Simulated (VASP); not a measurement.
# SbO5 (P-6m2) in VASP: further runs, part 2 of 2

VASP 6.6.1. Earlier steps stand in the parts before.

### 3 Single point, PBE

This run uses another cell than the first one, of 16.77 Å³/atom.

Contents of INCAR:

```
PREC     = Accurate       # precision mode
ENCUT    = 520            # plane-wave cutoff, eV
EDIFF    = 1E-6           # SCF threshold, eV
ISMEAR   = 0              # smearing method
SIGMA    = 0.1            # smearing width, eV
LREAL    = F              # projectors in reciprocal space
LASPH    = T              # aspherical terms in the spheres
NELM     = 100            # most SCF steps
ALGO     = Normal         # electronic algorithm
ISIF     = 2              # what is computed and relaxed
LWAVE    = F              # write WAVECAR
LCHARG   = T              # write CHGCAR
GGA      = PE             # functional
LELF     = T              # ELF
LVHAR    = T            
NBANDS   = 26             # bands
```

Contents of KPOINTS:

```
regular mesh
0
Gamma
  12 12 4
```

Contents of POSCAR:

```
SbO5
1.0
    3.3110471071      0.0000000000      0.0000000000
   -1.6555235535      2.8674509079      0.0000000000
    0.0000000000      0.0000000000     10.6010452955
Sb O
1 5
Direct
    0.0000000000      0.0000000000      0.0000000000
    0.6666666667      0.3333333333      0.8861178651
    0.0000000000      0.0000000000      0.5611694902
    0.6666666667      0.3333333333      0.5000000000
    0.0000000000      0.0000000000      0.4388305098
    0.6666666667      0.3333333333      0.1138821349
```

Potentials or basis: VASP PAW PBE potentials, release 64 (Sb, O).

Launch:

```console
cat potpaw_PBE.64/Sb/POTCAR potpaw_PBE.64/O/POTCAR > POTCAR
mpirun -np 1 vasp_std > vasp.out
```

OUTCAR:

```text
PREC = Accurate
   ENCUT = 520
   EDIFF = 1E-6
   ISMEAR = 0
   LREAL = F
   LASPH = T
   NELM = 100
   ISIF = 2
   GGA = PE

 ion  position               nearest neighbor table
   1  0.000  0.000  0.000-   2 2.26   6 2.26   2 2.26   6 2.26   2 2.26   6 2.26
   2  0.667  0.333  0.886-   1 2.26   1 2.26   1 2.26
   3  0.000  0.000  0.561-   5 1.30
   4  0.667  0.333  0.500-
   5  0.000  0.000  0.439-   3 1.30
   6  0.667  0.333  0.114-   1 2.26   1 2.26   1 2.26

  LATTYP: Found a hexagonal cell.
 ALAT       =     3.3110471071
 C/A-ratio  =     3.2017198646

  Lattice vectors:

 A1 = (   3.3110471071,   0.0000000000,   0.0000000000)
 A2 = (  -1.6555235535,   2.8674509079,   0.0000000000)
 A3 = (   0.0000000000,   0.0000000000,  10.6010452955)

Analysis of symmetry for initial positions (statically):
=====================================================================
 Subroutine PRICEL returns:
 Original cell was already a primitive cell.

 Routine SETGRP: Setting up the symmetry group for a
 hexagonal supercell.

 Subroutine GETGRP returns: Found 12 space group operations
 (whereof 12 operations were pure point group operations)
 out of a pool of 24 trial point group operations.

The static configuration has the point symmetry D_3h.

Analysis of symmetry for dynamics (positions and initial velocities):
=====================================================================
 Subroutine PRICEL returns:
 Original cell was already a primitive cell.

 Routine SETGRP: Setting up the symmetry group for a
 hexagonal supercell.

 Subroutine GETGRP returns: Found 12 space group operations
 (whereof 12 operations were pure point group operations)
 out of a pool of 24 trial point group operations.

[... 125 lines left out ...]
   IALGO  =     38    algorithm
   IMIX   =      4    mixing-type and parameters
     AMIX     =   0.40;   BMIX     =  1.00
     AMIX_MAG =   1.60;   BMIX_MAG =  1.00
  volume/ion in A,a.u.               =      16.77       113.20
  Fermi-wavevector in a.u.,A,eV,Ry     =   1.151227  2.175503 18.032111  1.325323
  Thomas-Fermi vector in A             =   2.287886
   LORBIT       =      0    0 simple, 1 ext, 2 COOP (PROOUT), +10 PAW based schemes
   GGA     = PE    functional components
   LHFCALC =     F    Hartree Fock is set to
   AEXX    =    0.0000 exact exchange contribution
   IVDW    =     0    specifies the selected vdW correction
   LEPSILON=     F    determine dielectric tensor
   LRPA    =     F    only Hartree local field effects (RPA)
 non-spin polarized calculation
 Gauss-broadening in eV      SIGMA  =   0.10
  energy-cutoff  :      520.00
  volume of cell :      100.65
 maximum number of plane-waves:      2739
 NGX is ok and might be reduce to    28
   NGX = 13   NGY = 13   NGZ = 39

 number of electron      34.9999999 magnetization

 Free energy of the ion-electron system (eV)
  ---------------------------------------------------
  ext. energy  EPLUGINS =         0.00000000
  ---------------------------------------------------
  free energy    TOTEN  =       -25.79271531 eV

  energy without entropy =      -25.75453395  energy(sigma->0) =      -25.77362463

 E-fermi :   0.6760     XC(G=0):  -8.2603

 val. band max:        0.6626164869   @ k =   0.2500   0.0000   0.5000
 cond. band min:       0.6856201351   @ k =   0.1667   0.0833   0.0000
 fundamental gap:      0.0230036482
 Fermi energy:         0.6759841157

 k-point     1 :       0.0000    0.0000    0.0000
  band No.  band energies     occupation
      1     -24.6201      2.00000
      2     -18.7117      2.00000
      3     -16.8939      2.00000
      4     -15.3611      2.00000
      5     -13.6839      2.00000
      6      -7.4061      2.00000
[... 685 lines left out ...]
     25       9.4896      0.00000
     26      10.3956      0.00000

 [... further k-points ...]

------------------------ aborting loop because EDIFF is reached ----------------------------------------

  FORCE on cell =-STRESS in cart. coord.  units (eV):
  Direction    XX          YY          ZZ          XY          YZ          ZX
  --------------------------------------------------------------------------------------
  -------------------------------------------------------------------------------------
  Total       -0.3523417     -0.3523417      0.5904097     -0.0000000      0.0000000      0.0000000
  in kB       -5.6087313     -5.6087313      9.3984015     -0.0000000      0.0000000      0.0000000
  external PRESSURE =      -0.6063537 kB  Pullay stress =       0.0000000 kB

 VOLUME and BASIS-vectors are now :
 -----------------------------------------------------------------------------
  energy-cutoff  :      520.00
  volume of cell :      100.65
      direct lattice vectors                 reciprocal lattice vectors
     3.311047107  0.000000000  0.000000000     0.302019261  0.174370902  0.000000000
    -1.655523553  2.867450908  0.000000000     0.000000000  0.348741803  0.000000000
     0.000000000  0.000000000 10.601045296     0.000000000  0.000000000  0.094330320

 POSITION                                       TOTAL-FORCE (eV/Angst)
 -----------------------------------------------------------------------------------
      0.00000      0.00000      0.00000         0.000000     -0.000000      0.000000
      1.65552      0.95582      9.39378         0.000000     -0.000000      0.056010
      0.00000      0.00000      5.94898         0.000000      0.000000      0.637948
      1.65552      0.95582      5.30052        -0.000000     -0.000000      0.000000
      0.00000      0.00000      4.65206        -0.000000      0.000000     -0.637948
      1.65552      0.95582      1.20727         0.000000     -0.000000     -0.056010
 -----------------------------------------------------------------------------------
    total drift:                                0.000000     -0.000000      0.000000

  FREE ENERGIE OF THE ION-ELECTRON SYSTEM (eV)
  ---------------------------------------------------
  free  energy   TOTEN  =       -25.7927153096 eV

  energy  without entropy=      -25.7545339453  energy(sigma->0) =      -25.77362463
```

OSZICAR:

```text
N       E                     dE             d eps       ncg     rms          rms(c)
DAV:   1     0.247144783998E+03    0.24714E+03   -0.16621E+04  2964   0.117E+03
DAV:   2    -0.858093557513E+01   -0.25573E+03   -0.24516E+03  3942   0.275E+02
DAV:   3    -0.292571281306E+02   -0.20676E+02   -0.20281E+02  3404   0.869E+01
DAV:   4    -0.295507772466E+02   -0.29365E+00   -0.29192E+00  4046   0.110E+01
DAV:   5    -0.295547740693E+02   -0.39968E-02   -0.39948E-02  3516   0.127E+00    0.122E+01
DAV:   6    -0.277371752685E+02    0.18176E+01   -0.23082E+01  3078   0.241E+01    0.118E+01
DAV:   7    -0.260142466561E+02    0.17229E+01   -0.40553E+00  3818   0.115E+01    0.407E+00
DAV:   8    -0.260362564486E+02   -0.22010E-01   -0.23265E+00  3574   0.389E+00    0.435E+00
DAV:   9    -0.258535123329E+02    0.18274E+00   -0.10690E+00  3392   0.199E+00    0.208E+00
DAV:  10    -0.258293476783E+02    0.24165E-01   -0.21636E-01  3114   0.185E+00    0.247E+00
DAV:  11    -0.258044192720E+02    0.24928E-01   -0.27721E-01  3514   0.135E+00    0.134E+00
DAV:  12    -0.257950917204E+02    0.93276E-02   -0.49792E-02  3512   0.541E-01    0.642E-01
DAV:  13    -0.257937398503E+02    0.13519E-02   -0.79904E-03  3560   0.225E-01    0.362E-01
DAV:  14    -0.257926942942E+02    0.10456E-02   -0.14597E-03  3356   0.780E-02    0.256E-02
DAV:  15    -0.257927487166E+02   -0.54422E-04   -0.45572E-05  3316   0.338E-02    0.654E-02
DAV:  16    -0.257927201022E+02    0.28614E-04   -0.27900E-05  3496   0.156E-02    0.279E-02
DAV:  17    -0.257927153941E+02    0.47081E-05   -0.11970E-06  2356   0.645E-03    0.448E-03
DAV:  18    -0.257927153096E+02    0.84516E-07   -0.26465E-07  2038   0.294E-03
   1 F= -.25792715E+02 E0= -.25773625E+02  d E =-.381814E-01
```

Wall time 5.2 min (1 thread of Intel Xeon 8259CL, shared host); peak memory 0.3 GiB.

Results:

```
Free energy            : -25.7927 eV
Pressure               : -0.1 GPa
Largest force          : 0.638 eV/Å
Band gap on the k mesh : zero (an odd number of electrons rules out a gap without spin polarisation)
```

Forces in eV/Å, atoms in the order of the input:
```
Sb   0.000  0.000  0.000
O    0.000  0.000  0.056
O    0.000  0.000  0.638
O    0.000  0.000  0.000
O    0.000  0.000 -0.638
O    0.000  0.000 -0.056
```

Stress tensor (GPa, compression positive):
```
-0.56  0.00  0.00
 0.00 -0.56  0.00
 0.00  0.00  0.94
```

Caveat: spin-orbit coupling is left out, which moves the levels of the heavy elements; an odd number of electrons without spin polarisation forces a metal; a magnetic or distorted state may lie lower.

### 4 Relaxation of cell and atoms, PBE

This run uses another cell than the first one, of 16.10 Å³/atom.

Contents of INCAR:

```
SYSTEM = SbO5
PREC     = Accurate       ! precision mode
ENCUT    = 600            ! plane-wave cutoff, eV
EDIFF    = 1E-7           ! SCF threshold, eV
ISMEAR   = 0              ! smearing method
SIGMA    = 0.1            ! smearing width, eV
LREAL    = .False.        ! projectors in reciprocal space
LASPH    = .True.         ! aspherical terms in the spheres
NELM     = 100            ! most SCF steps
ALGO     = Normal         ! electronic algorithm
ISIF     = 3              ! what is computed and relaxed
LWAVE    = .False.        ! write WAVECAR
LCHARG   = .False.        ! write CHGCAR
GGA      = PE             ! functional
IBRION   = 2              ! ionic algorithm
NSW      = 100            ! ionic steps
EDIFFG   = -0.01          ! ionic threshold
```

Contents of KPOINTS:

```
regular mesh
0
Gamma
  12 12 4
  0 0 0
```

Contents of POSCAR:

```
SbO5
1.0
    3.3154850175      0.0000000000      0.0000000000
   -1.6577425087      2.8712942510      0.0000000000
    0.0000000000      0.0000000000     10.1479550693
Sb O
1 5
Direct
    0.0000000000      0.0000000000      0.0000000000
    0.6666666667      0.3333333333      0.8811203682
    0.0000000000      0.0000000000      0.5635515476
    0.6666666667      0.3333333333      0.5000000000
    0.0000000000      0.0000000000      0.4364484524
    0.6666666667      0.3333333333      0.1188796318
```

Potentials or basis: VASP PAW PBE potentials, release 64 (Sb, O).

Launch:

```console
cat potpaw_PBE.64/Sb/POTCAR potpaw_PBE.64/O/POTCAR > POTCAR
mpirun -np 1 vasp_std > vasp.out
```

OUTCAR:

```text
SYSTEM = SbO5
   PREC = Accurate
   ENCUT = 600
   EDIFF = 1E-7
   ISMEAR = 0
   LREAL = .False.
   LASPH = .True.
   NELM = 100
   ISIF = 3
   GGA = PE
   IBRION = 2
   NSW = 100
   EDIFFG = -0.01

 ion  position               nearest neighbor table
   1  0.000  0.000  0.000-   2 2.26   6 2.26   2 2.26   6 2.26   2 2.26   6 2.26
   2  0.667  0.333  0.881-   1 2.26   1 2.26   1 2.26
   3  0.000  0.000  0.564-   5 1.29
   4  0.667  0.333  0.500-
   5  0.000  0.000  0.436-   3 1.29
   6  0.667  0.333  0.119-   1 2.26   1 2.26   1 2.26

  LATTYP: Found a hexagonal cell.
 ALAT       =     3.3154850175
 C/A-ratio  =     3.0607754267

  Lattice vectors:

[... 394 lines left out ...]
  ext. energy  EPLUGINS =         0.00000000
  ---------------------------------------------------
  free energy    TOTEN  =       -25.81079589 eV

  energy without entropy =      -25.77964953  energy(sigma->0) =      -25.79522271

 E-fermi :   1.1550     XC(G=0):  -8.5944

 val. band max:        1.1202213783   @ k =   0.2500  -0.0000   0.0000
 cond. band min:       1.1666515220   @ k =   0.1667   0.1667   0.0000
 fundamental gap:      0.0464301436
 Fermi energy:         1.1549931404

 k-point     1 :       0.0000    0.0000    0.0000
  band No.  band energies     occupation
      1     -23.6036      2.00000
      2     -18.4387      2.00000
      3     -16.5662      2.00000
      4     -14.7860      2.00000
      5     -13.2921      2.00000
      6      -6.9983      2.00000
[... 565 lines left out ...]
     20       2.3786      0.00000
     21       3.5532      0.00000

 [... further k-points ...]

------------------------ aborting loop because EDIFF is reached ----------------------------------------

  FORCE on cell =-STRESS in cart. coord.  units (eV):
  Direction    XX          YY          ZZ          XY          YZ          ZX
  --------------------------------------------------------------------------------------
  -------------------------------------------------------------------------------------
  Total        0.0378566      0.0378566     -0.0545325      0.0000000     -0.0000000      0.0000000
  in kB        0.6401869      0.6401869     -0.9221907      0.0000000     -0.0000000      0.0000000
  external PRESSURE =       0.1193944 kB  Pullay stress =       0.0000000 kB
[... 21 lines left out ...]
  FREE ENERGIE OF THE ION-ELECTRON SYSTEM (eV)
  ---------------------------------------------------
  free  energy   TOTEN  =       -25.8107958855 eV

  energy  without entropy=      -25.7796495299  energy(sigma->0) =      -25.79522271

 reached required accuracy - stopping structural energy minimisation
```

OSZICAR:

```text
N       E                     dE             d eps       ncg     rms          rms(c)
DAV:   1     0.304470244463E+03    0.30447E+03   -0.18346E+04  2394   0.164E+03
[... 126 lines left out ...]
DAV:   4    -0.258109618639E+02    0.14830E-03   -0.72054E-04  2404   0.213E-01    0.105E-01
DAV:   5    -0.258108284528E+02    0.13341E-03   -0.28693E-04  2410   0.133E-01    0.477E-02
DAV:   6    -0.258107963198E+02    0.32133E-04   -0.64112E-05  2453   0.627E-02    0.129E-02
DAV:   7    -0.258107953317E+02    0.98808E-06   -0.59973E-06  2481   0.204E-02    0.288E-03
DAV:   8    -0.258107956786E+02   -0.34692E-06   -0.60137E-07  3037   0.572E-03    0.153E-03
DAV:   9    -0.258107958685E+02   -0.18987E-06   -0.70097E-08  1247   0.247E-03    0.362E-04
DAV:  10    -0.258107958855E+02   -0.17043E-07   -0.28239E-08  1197   0.120E-03
  12 F= -.25810796E+02 E0= -.25795223E+02  d E =-.219161E-03
```

CONTCAR:

```text
SbO5
   1.00000000000000
     3.2879470321448396   -0.0000000000004774   -0.0000000000000000
    -1.6439735160232487    2.8474456561141652    0.0000000000000000
     0.0000000000000000   -0.0000000000000000   10.1196448825038647
  Sb              O
     1     5
Direct
     0.0000000000000000    1.0000000000000000    1.0000000000000000
     0.6666666667000030    0.3333333332999970    0.8810029493873026
     0.0000000000000000    0.0000000000000000    0.5654697822926695
     0.6666666667000030    0.3333333332999970    0.5000000000000000
     0.0000000000000000    0.0000000000000000    0.4345302177073306
     0.6666666667000030    0.3333333332999970    0.1189970506126974

  0.00000000E+00  0.00000000E+00  0.00000000E+00
  0.00000000E+00  0.00000000E+00  0.00000000E+00
  0.00000000E+00  0.00000000E+00  0.00000000E+00
  0.00000000E+00  0.00000000E+00  0.00000000E+00
  0.00000000E+00  0.00000000E+00  0.00000000E+00
  0.00000000E+00  0.00000000E+00  0.00000000E+00
```

Wall time 27 min (1 thread of Intel Xeon 8259CL, shared host); peak memory 0.34 GiB.

What came out:

```yaml
Free_energy: -25.8108 eV
Relaxed_volume: 15.79 Å³/atom
Relaxed_cell: a = 3.288 Å, b = 3.288 Å, c = 10.120 Å, α = 90.00°, β = 90.00°, γ = 120.00°
Space_group_after_relaxing_to_0.1_Å: P-6m2 (No. 187)
Energy_gained_by_relaxing: 3.0 meV/atom
Ionic_steps: 12
Pressure_after_relaxing: 0.0 GPa
Largest_force_after_relaxing: 0.004 eV/Å
Band_gap_on_the_k_mesh: zero (an odd number of electrons rules out a gap without spin polarisation)
```

Forces in eV/Å, atoms in the order of the input:
```
Sb   0.000  0.000  0.000
O    0.000  0.000 -0.004
O    0.000  0.000 -0.003
O    0.000  0.000  0.000
O    0.000  0.000  0.003
O    0.000  0.000  0.004
```

Step by step:
```
step  energy change (eV)  largest force (eV/Å)  pressure (GPa)  volume (Å³)
   1              0.0000                0.7969           -0.03        96.61
   2              0.0281                1.4165           -2.65        96.56
   3             -0.0122                0.0873           -1.05        96.59
   4             -0.0179                0.0293           -0.11        95.31
   5             -0.0180                0.0389           -0.03        95.21
   6             -0.0180                0.0220            0.00        95.16
   7             -0.0180                0.0210           -0.01        95.16
   8             -0.0180                0.0191           -0.07        95.14
   9             -0.0181                0.0065           -0.05        95.15
  10             -0.0181                0.0060           -0.04        95.11
  11             -0.0181                0.0050           -0.02        94.99
  12             -0.0183                0.0039            0.01        94.74
```

Final structure:
```
CELL_PARAMETERS angstrom
3.28795 0.00000 0.00000
-1.64397 2.84745 0.00000
0.00000 0.00000 10.11964
ATOMIC_POSITIONS crystal
Sb 0.00000 0.00000 0.00000
O 0.66667 0.33333 0.88100
O 0.00000 0.00000 0.56547
O 0.66667 0.33333 0.50000
O 0.00000 0.00000 0.43453
O 0.66667 0.33333 0.11900
```

Levels at points of the mesh, in eV from the Fermi level:
| k point | band 15 | band 16 | band 17 | band 18 | band 19 | band 20 | band 21 |
| --- | --- | --- | --- | --- | --- | --- | --- |
| (0.00, 0.00, 0.00) | -1.61 | -1.35 | -0.49 | -0.49 | 0.06 | 0.06 | 2.04 |
| (0.50, 0.00, 0.00) | -1.10 | -0.47 | -0.21 | -0.13 | 0.83 | 1.42 | 2.09 |
| (0.00, 0.00, 0.50) | -1.55 | -1.37 | -0.49 | -0.49 | 0.06 | 0.06 | 2.06 |
| (0.50, 0.00, 0.50) | -1.11 | -0.47 | -0.20 | -0.13 | 0.83 | 1.42 | 2.08 |

Caveat: spin-orbit coupling is left out, which moves the levels of the heavy elements; an odd number of electrons without spin polarisation forces a metal; a magnetic or distorted state may lie lower.

### 5 The runs side by side

| task | cell | k mesh | cutoff (eV) | gap on the mesh (eV) | pressure (GPa) | relaxed volume (Å³/atom) | largest force (eV/Å) |
| --- | --- | --- | --- | --- | --- | --- | --- |
| relaxation of cell and atoms | relaxed from a = 2.560, b = 2.560, c = 12.443 Å, angles 90.0, 90.0, 120.0°, 6 atoms, atomic positions A | 6 × 6 × 2 | 600 | none | -0.2 | 14.68 | 0.04 |
| single point | a = 3.311, b = 3.311, c = 10.601 Å, angles 90.0, 90.0, 120.0°, 6 atoms, atomic positions B | 12 × 12 × 4 | 520 | none | -0.1 | - | 0.64 |
| relaxation of cell and atoms | relaxed from a = 3.315, b = 3.315, c = 10.148 Å, angles 90.0, 90.0, 120.0°, 6 atoms, atomic positions C | 12 × 12 × 4 | 600 | none | 0.0 | 15.79 | - |

Alike in all rows: level PBE; potentials or basis VASP PAW PBE potentials, release 64 (Sb, O); no spin polarisation; smearing gaussian 0.1 eV.

Caveats: some runs use coarse meshes; spin-orbit coupling is left out, which moves the levels of the heavy elements; an odd number of electrons without spin polarisation forces a metal; a magnetic or distorted state may lie lower; the volume moved by over 15 % at a fixed basis, so the end points are rough (at least some runs).

Absolute energies hang on the potentials; compare differences alone.
